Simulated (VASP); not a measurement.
# MgO (C2/c) in VASP: further runs

Runs on MgO. Level: r2SCAN. Tasks: single point.

Program: VASP 6.6.1. These are calculated values, not measurements. Logs are shortened: lines on timing, memory, paths and dates and some standing lists are left out, and cuts for length are marked.

## (1) The cell of the first run

It takes space group C2/c (No. 15, monoclinic). Conventional cell: a = 3.484 Å, b = 6.035 Å, c = 4.186 Å, α = 90.00°, β = 90.57°, γ = 90.00°. Mg (site symmetry 2) has 5 O at 2.01 to 2.09 Å within 2.7 Å. Within 2.7 Å of O (site symmetry 2) lie 5 Mg at 2.01 to 2.09 Å.

## (2) Single point, r2SCAN (strain +0.0100 x Voigt [0, 0, 0, 0, 1, 0])

The input, POSCAR:

```
MgO
1.0
    3.4841042127      0.0000000000      0.0174205211
   -1.7420521064      3.0173227576     -0.0087102605
    0.0209284380      0.0000000000      4.1856875957
Mg O
2 2
Direct
    0.6666666667      0.3333333333      0.7500000000
    0.3333333333      0.6666666667      0.2500000000
    0.6666666667      0.3333333333      0.2500000000
    0.3333333333      0.6666666667      0.7500000000
```

The input, INCAR.step1:

```
SYSTEM = MgO
ALGO = Normal
EDIFF = 1E-4
ENCUT = 520
GGA = PE
ISMEAR = 0
LASPH = .TRUE.
LCHARG = .FALSE.
LREAL = .FALSE.
LWAVE = .TRUE.
NBANDS = 16
NELM = 60
PREC = Accurate
SIGMA = 0.05
```

The input, INCAR.step2:

```
SYSTEM = MgO
ALGO = Normal
EDIFF = 1E-6
ENCUT = 520
ISIF = 2
ISMEAR = 0
ISTART = 1
LASPH = .TRUE.
LCHARG = .FALSE.
LMIXTAU = .TRUE.
LREAL = .FALSE.
LWAVE = .FALSE.
METAGGA = R2SCAN
NBANDS = 16
NELM = 60
PREC = Accurate
SIGMA = 0.05
```

The input, KPOINTS:

```
k-points
0
G
  6 6 6
  0 0 0
```

Potentials or basis: VASP PAW PBE potentials, release 64 (Mg, O).

Run with:

```
$ cat potpaw_PBE.64/Mg/POTCAR potpaw_PBE.64/O/POTCAR > POTCAR
$ cp INCAR.step1 INCAR
$ mpirun -np 1 vasp_std > vasp.out
$ cp INCAR.step2 INCAR
$ mpirun -np 1 vasp_std > vasp.out
```

OUTCAR:

```text
SYSTEM = MgO
   EDIFF = 1E-6
   ENCUT = 520
   ISIF = 2
   ISMEAR = 0
   ISTART = 1
   LASPH = .TRUE.
   LREAL = .FALSE.
   METAGGA = R2SCAN
   NELM = 60
   PREC = Accurate

 ion  position               nearest neighbor table
   1  0.667  0.333  0.750-   4 2.01   4 2.01   4 2.01   3 2.09   3 2.09   2 2.89   2 2.89   2 2.90
                             2 2.90   2 2.92   2 2.92
   2  0.333  0.667  0.250-   3 2.01   3 2.01   3 2.01   4 2.09   4 2.09   1 2.89   1 2.89   1 2.90
                             1 2.90   1 2.92   1 2.92
   3  0.667  0.333  0.250-   2 2.01   2 2.01   2 2.01   1 2.09   1 2.09
   4  0.333  0.667  0.750-   1 2.01   1 2.01   1 2.01   2 2.09   2 2.09

  LATTYP: Found a base centered monoclinic cell.
 ALAT       =     3.4841477637
 B/A-ratio  =     1.7320291573
 C/A-ratio  =     1.2013669340
 COS(beta)  =    -0.0099997500

  Lattice vectors:

 A1 = (  -1.7420521064,   3.0173227576,  -0.0087102605)
 A2 = (  -1.7420521063,  -3.0173227576,  -0.0087102606)
 A3 = (   0.0209284380,   0.0000000000,   4.1856875957)

Analysis of symmetry for initial positions (statically):
=====================================================================
 Subroutine PRICEL returns:
 Original cell was already a primitive cell.

 Routine SETGRP: Setting up the symmetry group for a
 base centered monoclinic supercell.

 Subroutine GETGRP returns: Found  4 space group operations
 (whereof  2 operations were pure point group operations)
 out of a pool of  4 trial point group operations.

The static configuration has the point symmetry S_2 .
 The point group associated with its full space group is C_2h.

Analysis of symmetry for dynamics (positions and initial velocities):
=====================================================================
 Subroutine PRICEL returns:
 Original cell was already a primitive cell.

 Routine SETGRP: Setting up the symmetry group for a
 base centered monoclinic supercell.

 Subroutine GETGRP returns: Found  4 space group operations
 (whereof  2 operations were pure point group operations)
 out of a pool of  4 trial point group operations.

The dynamic configuration has the point symmetry S_2 .
 The point group associated with its full space group is C_2h.

 Subroutine INISYM returns: Found  4 space group operations
 (whereof  2 operations are pure point group operations),
 and found     1 'primitive' translations

----------------------------------------------------------------------------------------

                                     Primitive cell

  volume of cell :      44.0016

  direct lattice vectors                    reciprocal lattice vectors
     3.484104213  0.000000000  0.017420521     0.287024997  0.165709816 -0.001435125
    -1.742052106  3.017322758 -0.008710261     0.000000000  0.331419633  0.000000000
     0.020928438  0.000000000  4.185687596    -0.001194577 -0.000000000  0.238915346

  length of vectors
     3.484147764  3.484115101  4.185739916     0.331428954  0.331419633  0.238918333

  position of ions in fractional coordinates (direct lattice)
     0.666666667  0.333333333  0.750000000
     0.333333333  0.666666667  0.250000000
     0.666666667  0.333333333  0.250000000
     0.333333333  0.666666667  0.750000000

  ion indices of the primitive-cell ions
   primitive index   ion index
                 1           1
                 2           2
                 3           3
                 4           4

----------------------------------------------------------------------------------------

 KPOINTS: k-points

Automatic generation of k-mesh.
 Grid dimensions read from file:
 generate k-points for:    6    6    6

 Generating k-lattice:

  Cartesian coordinates                     Fractional coordinates (reciprocal lattice)
     0.047837499  0.027618303 -0.000239187     0.166666667  0.000000000  0.000000000
     0.000000000  0.055236605  0.000000000     0.000000000  0.166666667  0.000000000
    -0.000199096 -0.000000000  0.039819224     0.000000000 -0.000000000  0.166666667

  Length of vectors
     0.055238159  0.055236605  0.039819722

  Shift w.r.t. Gamma in fractional coordinates (k-lattice)
     0.000000000  0.000000000  0.000000000

 Subroutine IBZKPT returns following result:
 ===========================================

 Found     68 irreducible k-points:

 Following reciprocal coordinates:
            Coordinates               Weight
  0.000000  0.000000  0.000000      1.000000
  0.166667 -0.000000 -0.000000      4.000000
  0.333333 -0.000000  0.000000      4.000000
  0.500000 -0.000000  0.000000      2.000000
  0.000000  0.166667  0.000000      2.000000
  0.166667  0.166667 -0.000000      4.000000
[... 16 lines left out ...]
  0.500000  0.166667  0.166667      4.000000
 -0.333333  0.166667  0.166667      2.000000
 [... further k-points ...]
   k-points           NKPTS =     68   k-points in BZ     NKDIM =     68   number of bands    NBANDS=     16
   number of dos      NEDOS =    301   number of ions     NIONS =      4
   total plane-waves  NPLWV =  25088
   dimension x,y,z NGX =    28 NGY =   28 NGZ =   32
   dimension x,y,z NGXF=    56 NGYF=   56 NGZF=   64
   ions per type =               2   2
   NGX,Y,Z   is equivalent  to a cutoff of  13.36, 13.36, 12.71 a.u.
   NGXF,Y,Z  is equivalent  to a cutoff of  26.72, 26.72, 25.42 a.u.
 SYSTEM =  MgO
   PREC   = accura    normal or accurate (medium, high low for compatibility)
   ISTART =      1    job   : 0-new  1-cont  2-samecut
   ICHARG =      0    charge: 1-file 2-atom 10-const
   ISPIN  =      1    spin polarized calculation?
   LNONCOLLINEAR =      F non collinear calculations
   LSORBIT =      F    spin-orbit coupling
   LASPH  =      T    aspherical Exc in radial PAW
   ENCUT  =  520.0 eV  38.22 Ry    6.18 a.u.   6.48  6.48  7.78*2*pi/ulx,y,z
   NELM   =     60;   NELMIN=  2; NELMDL=  0     # of ELM steps
   EDIFF  = 0.1E-05   stopping-criterion for ELM
   LREAL  =      F    real-space projection
   EDIFFG = 0.1E-04   stopping-criterion for IOM
   NSW    =      0    number of steps for IOM
   IBRION =     -1    ionic relax: 0-MD 1-quasi-New 2-CG
   NFREE  =      0    steps in history (QN), initial steepest desc. (CG)
   ISIF   =      2    stress and relaxation
   ISYM   =      2    0-nonsym 1-usesym 2-fastsym
   POTIM  = 0.5000    time-step for ionic-motion
   TEBEG  =    0.0;   TEEND  =   0.0 temperature during run
   PSTRESS=    0.0 pullay stress
   NELECT =      16.0000    total number of electrons
   NUPDOWN=      -1.0000    fix difference up-down
   EMIN   =  10.00;   EMAX   =-10.00  energy-range for DOS
   EFERMI =   0.00;   METHOD = LEGACY
   ISMEAR =     0;   SIGMA  =   0.05  broadening in eV -4-tet -1-fermi 0-gaus
   EFERMI_NEDOS =   21; number of points for ismear=-14 and -15
   IALGO  =     38    algorithm
   IMIX   =      4    mixing-type and parameters
     AMIX     =   0.40;   BMIX     =  1.00
     AMIX_MAG =   1.60;   BMIX_MAG =  1.00
  volume/ion in A,a.u.               =      11.00        74.23
  Fermi-wavevector in a.u.,A,eV,Ry     =   1.168491  2.208127 18.576989  1.365370
  Thomas-Fermi vector in A             =   2.304976
   LORBIT       =      0    0 simple, 1 ext, 2 COOP (PROOUT), +10 PAW based schemes
   METAGGA = R2SCAN    functional components
   LHFCALC =     F    Hartree Fock is set to
   AEXX    =    0.0000 exact exchange contribution
   IVDW    =     0    specifies the selected vdW correction
   LEPSILON=     F    determine dielectric tensor
   LRPA    =     F    only Hartree local field effects (RPA)
 non-spin polarized calculation
 Gauss-broadening in eV      SIGMA  =   0.05
  energy-cutoff  :      520.00
  volume of cell :       44.00
 maximum number of plane-waves:      1216
 NGX is ok and might be reduce to    28
   NGX = 13   NGY = 13   NGZ = 15

 number of electron      15.9999998 magnetization

 Free energy of the ion-electron system (eV)
  ---------------------------------------------------
  ext. energy  EPLUGINS =         0.00000000
  ---------------------------------------------------
  free energy    TOTEN  =       -32.06812674 eV

  energy without entropy =      -32.06812674  energy(sigma->0) =      -32.06812674

 E-fermi :   1.9071     XC(G=0): -10.5606

 val. band max:        1.5971967572   @ k =   0.0000   0.0000   0.0000
 cond. band min:       5.6741356489   @ k =   0.0000   0.0000   0.0000
 fundamental gap:      4.0769388917
 Fermi energy:         1.9070940202

 k-point     1 :       0.0000    0.0000    0.0000
  band No.  band energies     occupation
      1     -16.2964      2.00000
      2     -14.9331      2.00000
      3      -2.0854      2.00000
      4      -0.1708      2.00000
      5      -0.1708      2.00000
      6       0.7578      2.00000
[... 8 lines left out ...]
     15      18.2509      0.00000
     16      18.4606      0.00000

 k-point     2 :       0.1667   -0.0000   -0.0000
  band No.  band energies     occupation
      1     -16.1666      2.00000
      2     -14.9583      2.00000
      3      -1.8690      2.00000
      4      -0.6068      2.00000
      5      -0.3651      2.00000
      6       0.2558      2.00000
[... 8 lines left out ...]
     15      17.3172      0.00000
     16      17.5103      0.00000

 k-point     3 :       0.3333   -0.0000    0.0000
  band No.  band energies     occupation
      1     -15.8509      2.00000
      2     -15.0601      2.00000
      3      -1.5492      2.00000
      4      -1.2951      2.00000
      5      -0.6599      2.00000
      6      -0.2140      2.00000
[... 8 lines left out ...]
     15      16.7432      0.00000
     16      17.3908      0.00000

 k-point     4 :       0.5000   -0.0000    0.0000
  band No.  band energies     occupation
      1     -15.6182      2.00000
      2     -15.1839      2.00000
      3      -1.9757      2.00000
      4      -0.8055      2.00000
      5      -0.7826      2.00000
      6      -0.3689      2.00000
[... 8 lines left out ...]
     15      17.3606      0.00000
     16      17.5370      0.00000
[... 324 lines left out ...]
 k-point    22 :       0.3333    0.1667    0.1667
  band No.  band energies     occupation
      1     -15.5857      2.00000
      2     -15.1871      2.00000
      3      -1.9698      2.00000
      4      -1.3163      2.00000
      5      -0.7931      2.00000
      6      -0.1308      2.00000
[... 8 lines left out ...]
     15      16.8212      0.00000
     16      18.1229      0.00000

 k-point    23 :       0.5000    0.1667    0.1667
  band No.  band energies     occupation
      1     -15.5778      2.00000
      2     -15.1957      2.00000
      3      -1.9731      2.00000
      4      -1.3378      2.00000
      5      -0.7628      2.00000
      6      -0.1047      2.00000
[... 8 lines left out ...]
     15      16.9130      0.00000
     16      18.0878      0.00000

 k-point    24 :      -0.3333    0.1667    0.1667
  band No.  band energies     occupation
      1     -15.8674      2.00000
      2     -15.0808      2.00000
      3      -1.7351      2.00000
      4      -1.2237      2.00000
      5      -0.3632      2.00000
      6      -0.2114      2.00000
[... 8 lines left out ...]
     15      17.0600      0.00000
     16      17.8906      0.00000

 [... further k-points ...]
[... 5 lines left out ...]
  --------------------------------------------------------------------------------------
  -------------------------------------------------------------------------------------
  Total       -0.1864461     -0.1851626     -0.2696138      0.0000000     -0.0000000     -0.3366700
  in kB       -6.7888324     -6.7420955     -9.8171142      0.0000000     -0.0000000    -12.2587471
  external PRESSURE =      -7.7826807 kB  Pullay stress =       0.0000000 kB

 VOLUME and BASIS-vectors are now :
 -----------------------------------------------------------------------------
  energy-cutoff  :      520.00
  volume of cell :       44.00
      direct lattice vectors                 reciprocal lattice vectors
     3.484104213  0.000000000  0.017420521     0.287024997  0.165709816 -0.001435125
    -1.742052106  3.017322758 -0.008710261     0.000000000  0.331419633  0.000000000
     0.020928438  0.000000000  4.185687596    -0.001194577 -0.000000000  0.238915346

 POSITION                                       TOTAL-FORCE (eV/Angst)
 -----------------------------------------------------------------------------------
      1.75775      1.00577      3.14798         0.000000     -0.000895     -0.000000
      0.00523      2.01155      1.04642        -0.000000      0.000895      0.000000
      1.74728      1.00577      1.05513         0.000000     -0.000799     -0.000000
      0.01570      2.01155      3.13927        -0.000000      0.000799      0.000000
 -----------------------------------------------------------------------------------
    total drift:                               -0.000000      0.000000     -0.000000

  FREE ENERGIE OF THE ION-ELECTRON SYSTEM (eV)
  ---------------------------------------------------
  free  energy   TOTEN  =       -32.0681267447 eV

  energy  without entropy=      -32.0681267447  energy(sigma->0) =      -32.06812674
```

Wall time 5.1 min (1 thread of AMD EPYC 7R13, shared host); peak memory 0.17 GiB.

What came out:

```
Free energy            : -32.0681 eV
Pressure               : -0.8 GPa
Band gap on the k mesh : 4.08 eV
```

Caveat: the cell differs from its parent crystal (strain +0.0100 x Voigt [0, 0, 0, 0, 1, 0]); the PAW data sets were made with another functional, which shifts forces and pressure a little.

## (3) Single point, r2SCAN (strain +0.0350 x Voigt [0, 0, 0, 0, 1, 0])

The input, POSCAR:

```
MgO
1.0
    3.4841042127      0.0000000000      0.0609718237
   -1.7420521064      3.0173227576     -0.0304859119
    0.0732495329      0.0000000000      4.1856875957
Mg O
2 2
Direct
    0.6666666667      0.3333333333      0.7500000000
    0.3333333333      0.6666666667      0.2500000000
    0.6666666667      0.3333333333      0.2500000000
    0.3333333333      0.6666666667      0.7500000000
```

The input, INCAR.step1:

```
PREC = Accurate
ENCUT = 520
ISMEAR = 0
SIGMA = 0.05
LREAL = F
LASPH = T
NELM = 100
NBANDS = 16
GGA = PE
ALGO = Normal
EDIFF = 1E-4
LWAVE = T
LCHARG = F
```

The input, INCAR.step2:

```
PREC = Accurate
ENCUT = 520
EDIFF = 1E-6
ISMEAR = 0
SIGMA = 0.05
LREAL = F
LASPH = T
NELM = 100
ALGO = Normal
ISIF = 2
LWAVE = F
LCHARG = F
METAGGA = R2SCAN
LMIXTAU = T
NBANDS = 16
ISTART = 1
```

The input, KPOINTS:

```
Automatic mesh
0
Gamma
  6 6 6
```

Potentials or basis: VASP PAW PBE potentials, release 64 (Mg, O).

Run with:

```
$ cat potpaw_PBE.64/Mg/POTCAR potpaw_PBE.64/O/POTCAR > POTCAR
$ cp INCAR.step1 INCAR
$ mpirun -np 1 vasp_std > vasp.out
$ cp INCAR.step2 INCAR
$ mpirun -np 1 vasp_std > vasp.out
```

Run time: 3.7 min. Hardware: 1 thread of AMD EPYC 7R13, shared host; peak memory 0.17 GiB.

It converged, with:

```
Free energy            : -32.0493 eV
Pressure               : -0.7 GPa
Largest force          : 0.011 eV/Å
Band gap on the k mesh : 4.05 eV
```

Forces on the atoms (eV/Å):
```
Mg   0.000 -0.011  0.000
Mg   0.000  0.011  0.000
O    0.000 -0.010  0.000
O    0.000  0.010  0.000
```

Stress tensor (GPa, compression positive):
```
-0.70  0.00 -4.29
 0.00 -0.64  0.00
-4.29  0.00 -0.88
```

Levels at points of the mesh, in eV from the valence-band top:
```csv
k point,band 5,band 6,band 7,band 8,band 9,band 10,band 11,band 12
"(0.00, 0.00, 0.00)",-1.78,-0.87,-0.85,0.00,4.05,10.36,13.11,13.44
"(0.50, 0.00, 0.00)",-2.40,-1.95,-1.33,-0.56,7.64,9.97,10.58,13.27
"(0.00, 0.50, 0.00)",-2.38,-1.98,-1.35,-0.54,7.64,9.93,10.60,13.25
"(0.00, 0.00, 0.50)",-1.40,-1.40,-1.28,-1.28,7.11,7.11,13.62,13.62
"(0.50, 0.00, 0.50)",-1.60,-1.57,-0.95,-0.74,7.96,8.05,12.76,13.21
"(0.00, 0.50, 0.50)",-1.59,-1.59,-0.84,-0.84,8.00,8.00,12.95,12.95
```

Caveat: the cell differs from its parent crystal (strain +0.0350 x Voigt [0, 0, 0, 0, 1, 0]); the PAW data sets were made with another functional, which shifts forces and pressure a little.

(Part 1 of 3 ends here.)
